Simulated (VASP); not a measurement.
# Mo (Im-3m) in VASP: notebook

The runs below take Mo through single point, with r2SCAN.

Program: VASP 6.6.1. These are calculated values, not measurements. Logs are shortened: lines on timing, memory, paths and dates and some standing lists are left out, and cuts for length are marked.

## 1. The cell of the first run

It takes space group Im-3m (No. 229, cubic). The conventional cell has a = 3.099 Å, b = 3.099 Å, c = 3.099 Å, α = 90.00°, β = 90.00°, γ = 90.00°. Mo (site symmetry m-3m) has 14 Mo at 2.68 to 3.10 Å within 3.5 Å.

## 2. Single point, r2SCAN

Contents of POSCAR:

```
Mo
1.0
   -1.5495628176      1.5495628176      1.5495628176
    1.5495628176     -1.5495628176      1.5495628176
    1.5495628176      1.5495628176     -1.5495628176
Mo
1
Direct
    0.0000000000      0.0000000000      0.0000000000
```

Contents of INCAR.step1:

```
  ALGO = Normal
  EDIFF = 1E-4
  ENCUT = 520
  GGA = PE
  ISMEAR = -1
  LASPH = T
  LCHARG = F
  LREAL = F
  LWAVE = T
  NBANDS = 13
  NELM = 80
  PREC = Accurate
  SIGMA = 0.1
```

Contents of INCAR.step2:

```
  ALGO = Normal
  EDIFF = 1E-7
  ENCUT = 520
  ISIF = 2
  ISMEAR = -1
  ISTART = 1
  LASPH = T
  LCHARG = F
  LMIXTAU = T
  LREAL = F
  LWAVE = F
  METAGGA = R2SCAN
  NBANDS = 13
  NELM = 80
  PREC = Accurate
  SIGMA = 0.1
```

Contents of KPOINTS:

```
k-points
0
Gamma
  24 24 24
```

Potentials or basis: VASP PAW PBE potentials, release 64 (Mo_sv).

On the command line:

```sh
> cat potpaw_PBE.64/Mo_sv/POTCAR > POTCAR
> cp INCAR.step1 INCAR
> mpirun -np 1 vasp_std > vasp.out
> cp INCAR.step2 INCAR
> mpirun -np 1 vasp_std > vasp.out
```

OUTCAR:

```text
EDIFF = 1E-7
   ENCUT = 520
   ISIF = 2
   ISMEAR = -1
   ISTART = 1
   LASPH = T
   LREAL = F
   METAGGA = R2SCAN
   NELM = 80
   PREC = Accurate

 ion  position               nearest neighbor table
   1  0.000  0.000  0.000-

  LATTYP: Found a body centered cubic cell.
 ALAT       =     3.0991256352

  Lattice vectors:

 A1 = (  -1.5495628176,   1.5495628176,   1.5495628176)
 A2 = (   1.5495628176,  -1.5495628176,   1.5495628176)
 A3 = (   1.5495628176,   1.5495628176,  -1.5495628176)

Analysis of symmetry for initial positions (statically):
=====================================================================
 Subroutine PRICEL returns:
 Original cell was already a primitive cell.

 Routine SETGRP: Setting up the symmetry group for a
 body centered cubic supercell.

 Subroutine GETGRP returns: Found 48 space group operations
 (whereof 48 operations were pure point group operations)
 out of a pool of 48 trial point group operations.

The static configuration has the point symmetry O_h .

Analysis of symmetry for dynamics (positions and initial velocities):
=====================================================================
 Subroutine PRICEL returns:
 Original cell was already a primitive cell.

 Routine SETGRP: Setting up the symmetry group for a
 body centered cubic supercell.

 Subroutine GETGRP returns: Found 48 space group operations
 (whereof 48 operations were pure point group operations)
 out of a pool of 48 trial point group operations.

The dynamic configuration has the point symmetry O_h .

 Subroutine INISYM returns: Found 48 space group operations
 (whereof 48 operations are pure point group operations),
 and found     1 'primitive' translations

----------------------------------------------------------------------------------------

                                     Primitive cell

  volume of cell :      14.8829

  direct lattice vectors                    reciprocal lattice vectors
    -1.549562818  1.549562818  1.549562818     0.000000000  0.322671656  0.322671656
     1.549562818 -1.549562818  1.549562818     0.322671656  0.000000000  0.322671656
     1.549562818  1.549562818 -1.549562818     0.322671656  0.322671656  0.000000000

  length of vectors
     2.683921530  2.683921530  2.683921530     0.456326632  0.456326632  0.456326632

  position of ions in fractional coordinates (direct lattice)
     0.000000000  0.000000000  0.000000000
[... 81 lines left out ...]
   NFREE  =      0    steps in history (QN), initial steepest desc. (CG)
   ISIF   =      2    stress and relaxation
   ISYM   =      2    0-nonsym 1-usesym 2-fastsym
   POTIM  = 0.5000    time-step for ionic-motion
   TEBEG  =    0.0;   TEEND  =   0.0 temperature during run
   PSTRESS=    0.0 pullay stress
   NELECT =      14.0000    total number of electrons
   NUPDOWN=      -1.0000    fix difference up-down
   EMIN   =  10.00;   EMAX   =-10.00  energy-range for DOS
   EFERMI =   0.00;   METHOD = LEGACY
   ISMEAR =    -1;   SIGMA  =   0.10  broadening in eV -4-tet -1-fermi 0-gaus
   EFERMI_NEDOS =   21; number of points for ismear=-14 and -15
   IALGO  =     38    algorithm
   IMIX   =      4    mixing-type and parameters
     AMIX     =   0.40;   BMIX     =  1.00
     AMIX_MAG =   1.60;   BMIX_MAG =  1.00
  volume/ion in A,a.u.               =      14.88       100.43
  Fermi-wavevector in a.u.,A,eV,Ry     =   1.604064  3.031241 35.008075  2.573021
  Thomas-Fermi vector in A             =   2.700628
   LORBIT       =      0    0 simple, 1 ext, 2 COOP (PROOUT), +10 PAW based schemes
   METAGGA = R2SCAN    functional components
   LHFCALC =     F    Hartree Fock is set to
   AEXX    =    0.0000 exact exchange contribution
   IVDW    =     0    specifies the selected vdW correction
   LEPSILON=     F    determine dielectric tensor
   LRPA    =     F    only Hartree local field effects (RPA)
 non-spin polarized calculation
  energy-cutoff  :      520.00
  volume of cell :       14.88
 maximum number of plane-waves:       420
   NGX =  9   NGY =  9   NGZ =  9

 number of electron      13.9999997 magnetization

 Free energy of the ion-electron system (eV)
  ---------------------------------------------------
  ext. energy  EPLUGINS =         0.00000000
  ---------------------------------------------------
  free energy    TOTEN  =       -26.04733828 eV

  energy without entropy =      -26.02776994  energy(sigma->0) =      -26.03755411

 E-fermi :  13.4033     XC(G=0): -14.9513

 val. band max:       13.3813487968   @ k =  -0.1250   0.2083   0.0417
 cond. band min:      13.4246709552   @ k =  -0.2917   0.3750   0.1667
 fundamental gap:      0.0433221584
 Fermi energy:        13.4032797942

 k-point     1 :       0.0000    0.0000    0.0000
  band No.  band energies     occupation
      1     -49.8787      2.00000
      2     -22.2195      2.00000
      3     -22.2195      2.00000
      4     -22.2195      2.00000
      5       5.5492      2.00000
      6      11.8381      2.00000
      7      11.8381      2.00000
      8      11.8381      2.00000
      9      15.3546      0.00000
     10      15.3546      0.00000
     11      28.9215      0.00000
     12      28.9215      0.00000
     13      28.9215      0.00000
[... 354 lines left out ...]
  band No.  band energies     occupation
      1     -49.5225      2.00000
      2     -23.9559      2.00000
      3     -22.7756      2.00000
      4     -22.2494      2.00000
      5       7.5181      2.00000
      6       9.5551      2.00000
      7      14.7313      0.00000
      8      15.3548      0.00000
      9      16.3190      0.00000
     10      18.7607      0.00000
     11      26.0915      0.00000
     12      26.4366      0.00000
     13      32.2685      0.00000

 [... further k-points ...]

------------------------ aborting loop because EDIFF is reached ----------------------------------------

  FORCE on cell =-STRESS in cart. coord.  units (eV):
  Direction    XX          YY          ZZ          XY          YZ          ZX
  --------------------------------------------------------------------------------------
  -------------------------------------------------------------------------------------
  Total        1.5244128      1.5244128      1.5244128      0.0000000      0.0000000     -0.0000000
  in kB      164.1064365    164.1064365    164.1064365      0.0000000      0.0000000     -0.0000000
  external PRESSURE =     164.1064365 kB  Pullay stress =       0.0000000 kB

 VOLUME and BASIS-vectors are now :
 -----------------------------------------------------------------------------
  energy-cutoff  :      520.00
  volume of cell :       14.88
      direct lattice vectors                 reciprocal lattice vectors
    -1.549562818  1.549562818  1.549562818     0.000000000  0.322671656  0.322671656
     1.549562818 -1.549562818  1.549562818     0.322671656  0.000000000  0.322671656
     1.549562818  1.549562818 -1.549562818     0.322671656  0.322671656  0.000000000

 POSITION                                       TOTAL-FORCE (eV/Angst)
 -----------------------------------------------------------------------------------
      0.00000      0.00000      0.00000        -0.000000      0.000000     -0.000000
 -----------------------------------------------------------------------------------
    total drift:                                0.000000     -0.000000     -0.000000

  FREE ENERGIE OF THE ION-ELECTRON SYSTEM (eV)
  ---------------------------------------------------
  free  energy   TOTEN  =       -26.0473382848 eV

  energy  without entropy=      -26.0277699401  energy(sigma->0) =      -26.03755411
```

OSZICAR.step1:

```text
N       E                     dE             d eps       ncg     rms          rms(c)
DAV:   1     0.917913671652E+02    0.91791E+02   -0.80310E+03 10918   0.111E+03
DAV:   2    -0.103858670389E+02   -0.10218E+03   -0.98216E+02 12363   0.312E+02
DAV:   3    -0.115044119597E+02   -0.11185E+01   -0.11159E+01 11923   0.326E+01
DAV:   4    -0.115068830343E+02   -0.24711E-02   -0.24710E-02 12103   0.186E+00
DAV:   5    -0.115068980377E+02   -0.15003E-04   -0.15004E-04 11754   0.130E-01    0.165E+01
DAV:   6    -0.109781585497E+02    0.52874E+00   -0.63401E-01 11048   0.994E+00    0.496E+00
DAV:   7    -0.108987641001E+02    0.79394E-01   -0.14411E-01 11908   0.454E+00    0.840E-01
DAV:   8    -0.108951133530E+02    0.36507E-02   -0.38551E-03 11093   0.796E-01    0.160E-01
DAV:   9    -0.108951693396E+02   -0.55987E-04   -0.71844E-05  7854   0.111E-01
   1 F= -.10895169E+02 E0= -.10884713E+02  d E =-.209120E-01
```

Wall time 4.6 min (1 thread of AMD EPYC 7R43 (Zen 3), shared host); peak memory 0.15 GiB.

What came out:

| Item | Value |
| --- | --- |
| Free energy | -26.0473 eV |
| Pressure | 16.4 GPa |
| Band gap on the k mesh | zero (bands 7 and 8 overlap by 5.96 eV) |

Levels at points of the mesh, in eV from the Fermi level:
```csv
k point,band 4,band 5,band 6,band 7,band 8,band 9,band 10,band 11
"(0.00, 0.00, 0.00)",-35.62,-7.85,-1.57,-1.57,-1.57,1.95,1.95,15.52
"(0.50, 0.00, 0.00)",-35.64,-5.95,-3.88,1.76,1.96,2.71,5.25,12.56
"(0.50, 0.50, 0.50)",-36.82,-6.11,-6.11,4.39,4.39,4.39,9.85,9.85
```

Caveat: the cell stands under pressure; the PAW data sets were made with another functional, which shifts forces and pressure a little.

## 3. Single point, r2SCAN

This run uses another cell than the first one, of 15.12 Å³/atom.

Contents of POSCAR:

```
Mo
1.0
   -1.5575793659      1.5575793659      1.5575793659
    1.5575793659     -1.5575793659      1.5575793659
    1.5575793659      1.5575793659     -1.5575793659
Mo
1
Direct
    0.0000000000      0.0000000000      0.0000000000
```

Contents of INCAR.step1:

```
SYSTEM = Mo
PREC = Accurate ; ENCUT = 520
ISMEAR = -1 ; SIGMA = 0.1
LREAL = .False. ; LASPH = .True.
NELM = 60 ; NBANDS = 13
GGA = PE ; ALGO = Normal
EDIFF = 1E-4 ; LWAVE = .True.
LCHARG = .False.
```

Contents of INCAR.step2:

```
SYSTEM = Mo
PREC = Accurate ; ENCUT = 520
EDIFF = 1E-7 ; ISMEAR = -1
SIGMA = 0.1 ; LREAL = .False.
LASPH = .True. ; NELM = 60
ALGO = Normal ; ISIF = 2
LWAVE = .False. ; LCHARG = .True.
METAGGA = R2SCAN ; LMIXTAU = .True.
LELF = .True. ; LVHAR = .True.
NBANDS = 13 ; ISTART = 1
```

Contents of KPOINTS:

```
Automatic mesh
0
Gamma
  24 24 24
  0 0 0
```

Potentials or basis: VASP PAW PBE potentials, release 64 (Mo_sv).

On the command line:

```sh
> cat potpaw_PBE.64/Mo_sv/POTCAR > POTCAR
> cp INCAR.step1 INCAR
> mpirun -np 1 vasp_std > vasp.out
> cp INCAR.step2 INCAR
> mpirun -np 1 vasp_std > vasp.out
```

It took 4.4 min on 1 thread of AMD EPYC 7R43 (Zen 3), shared host; peak memory 0.15 GiB.

The run converged. Its results:

```
Free energy            : -26.0674 eV
Pressure               : 11.3 GPa
Band gap on the k mesh : zero (bands 7 and 8 overlap by 5.83 eV)
```

Levels at points of the mesh, in eV from the Fermi level:
| k point | band 5 | band 6 | band 7 | band 8 | band 9 | band 10 |
| --- | --- | --- | --- | --- | --- | --- |
| (0.00, 0.00, 0.00) | -7.81 | -1.53 | -1.53 | -1.53 | 1.93 | 1.93 |
| (0.50, 0.00, 0.00) | -5.85 | -3.79 | 1.69 | 1.93 | 2.66 | 5.14 |
| (0.50, 0.50, 0.50) | -5.97 | -5.97 | 4.30 | 4.30 | 4.30 | 9.72 |

Caveat: the cell stands under pressure; the PAW data sets were made with another functional, which shifts forces and pressure a little.

## 4. Single point, r2SCAN

This run uses another cell than the first one, of 15.26 Å³/atom.

Contents of POSCAR:

```
Mo
1.0
   -1.5626470075      1.5626470075      1.5626470075
    1.5626470075     -1.5626470075      1.5626470075
    1.5626470075      1.5626470075     -1.5626470075
Mo
1
Direct
    0.0000000000      0.0000000000      0.0000000000
```

Contents of INCAR.step1:

```
SYSTEM = Mo
PREC = Accurate
ENCUT = 520
ISMEAR = -1
SIGMA = 0.1
LREAL = .False.
LASPH = .True.
NELM = 60
NBANDS = 13
GGA = PE
ALGO = Normal
EDIFF = 1E-4
LWAVE = .True.
LCHARG = .False.
```

Contents of INCAR.step2:

```
SYSTEM = Mo
PREC = Accurate
ENCUT = 520
EDIFF = 1E-6
ISMEAR = -1
SIGMA = 0.1
LREAL = .False.
LASPH = .True.
NELM = 60
ALGO = Normal
ISIF = 2
LWAVE = .False.
LCHARG = .False.
METAGGA = R2SCAN
LMIXTAU = .True.
NBANDS = 13
ISTART = 1
```

KPOINTS is that of step 3.

On the command line:

```sh
> cat potpaw_PBE.64/Mo_sv/POTCAR > POTCAR
> cp INCAR.step1 INCAR
> mpirun -np 1 vasp_std > vasp.out
> cp INCAR.step2 INCAR
> mpirun -np 1 vasp_std > vasp.out
```

Wall time 3.9 min (1 thread of AMD EPYC 7R43 (Zen 3), shared host); peak memory 0.15 GiB.

Results (log left out):

| Property | Result |
| --- | --- |
| Free energy | -26.0765 eV |
| Pressure | 8.3 GPa |
| Band gap on the k mesh | zero (bands 7 and 8 overlap by 5.75 eV) |

Levels at points of the mesh, in eV from the Fermi level:
| k point | band 5 | band 6 | band 7 | band 8 | band 9 | band 10 |
| --- | --- | --- | --- | --- | --- | --- |
| (0.00, 0.00, 0.00) | -7.77 | -1.51 | -1.51 | -1.51 | 1.92 | 1.92 |
| (0.50, 0.00, 0.00) | -5.78 | -3.74 | 1.64 | 1.91 | 2.63 | 5.07 |
| (0.50, 0.50, 0.50) | -5.89 | -5.89 | 4.25 | 4.25 | 4.25 | 9.64 |

Caveat: the cell stands under pressure; the PAW data sets were made with another functional, which shifts forces and pressure a little.

(Part 1 of 2 ends here.)
